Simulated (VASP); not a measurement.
Runs of VASP 6.6.1 on SiC (Moissanite 3C). The structure is that of space group F-43m (No. 216), or close to it. The cells are those of the table. 

```tsv
cell	gap on the mesh (eV)	pressure (GPa)
a = 2.952 Å, angles 60.0°, 2 atoms	1.11	36.7
a = 2.761 Å, angles 60.0°, 2 atoms	0.86	135.8
a = 2.996 Å, angles 60.0°, 2 atoms	1.15	22.1
a = 2.860 Å, angles 60.0°, 2 atoms	1.00	(b)
a = 3.082 Å, angles 60.0°, 2 atoms	1.23	0.2
a = 2.811 Å, angles 60.0°, 2 atoms	0.94	102.8
a = 3.121 Å, angles 60.0°, 2 atoms	1.27	-7.7
a = 2.907 Å, angles 60.0°, 2 atoms	1.06	54.4
a = 3.077 Å, angles 60.0°, 2 atoms	1.23	1.1
a = 2.655 Å, angles 60.0°, 2 atoms	(a)	228.0
a = 2.709 Å, angles 60.0°, 2 atoms	0.79	176.8
a = 3.039 Å, angles 60.0°, 2 atoms	1.20	10.2
```

Alike in all rows: task single point; level PBEsol; potentials or basis VASP PAW PBE potentials, release 64 (Si, C); no spin polarisation; k mesh 18 × 18 × 18; cutoff (eV) 520; smearing gaussian 0.05 eV.

Question: Estimate the missing entries.

Answer: (a) 0.70; (b) 76.1.

Caveats: the PAW data sets were made with another functional, which shifts forces and pressure a little.

A k mesh can miss the band edges.
